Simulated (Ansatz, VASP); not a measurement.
**Cu2O in VASP and in Ansatz**

```
Cu O
1.0
     4.26850    0.00000    0.00000
     0.00000    4.26850    0.00000
     0.00000    0.00000    4.26850
Cu O
4 2
Direct
  0.25000 0.25000 0.25000
  0.25000 0.75000 0.75000
  0.75000 0.75000 0.25000
  0.75000 0.25000 0.75000
  0.00000 0.00000 0.00000
  0.50000 0.50000 0.50000
```

Alike in both runs: task single point; functional PBE0; k mesh 4 × 4 × 4; no spin polarisation.

|  | VASP | Ansatz |
| --- | --- | --- |
| version | VASP 6.6.1 | Ansatz 0.2.0 |
| potentials or method | VASP PAW PBE potentials, release 64 (Cu, O) | scalar-relativistic, plane waves, PAW |
| plane-wave cutoff (eV) | 520 | 420 |
| occupations | gaussian, width 0.01 eV | fixed |
| valence electrons in the cell | 56 | 88 |

```csv
,VASP,Ansatz,Ansatz less VASP
gap on the k mesh at the Fermi level (eV),2.77,2.74,-0.029
least direct gap on the mesh (eV),2.77,2.74,-0.029
```

VASP's potentials hold 56 valence electrons a cell and Ansatz's 88, so a difference there can come from the potentials and not from the codes.
